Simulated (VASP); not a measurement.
The system is MnSb.

```
Sb Mn
1.0
     0.00000    2.79502    2.79502
     2.79502    0.00000    2.79502
     2.79502    2.79502    0.00000
Sb Mn
1 1
Cartesian
  2.7950 2.7950 2.7950
  0.0000 0.0000 0.0000
```

Base run:

```yaml
Program: VASP 6.6.1
Functional: PBE
Potentials_or_basis: VASP PAW PBE potentials, release 64 (Sb, Mn_pv)
Cutoff: 520 eV
k_mesh: 7 × 7 × 7
Occupations: fermi-dirac, width 0.05 eV
Spin: collinear spin, ferromagnetic start
Starting_moments: "[0.0, 6.0] μB"
Fixed_moment: 6 μB
```

Its results: pressure 16.4 GPa; site moments Sb +0.47; Mn +4.49 μB.

Problem. The run is repeated on the same cell with these changes: fixed moment from 6 μB to 1 μB; moments at the start from [0.0, 6.0] to [0.0, 1.0]. What comes out?

Solution. Pressure -12.1 GPa; site moments Sb -0.13; Mn +1.25 μB.

Caveats: the total moment is fixed, so each spin has its own Fermi level; a cell with one magnetic atom can't hold antiferromagnetic order, which such compounds often take.
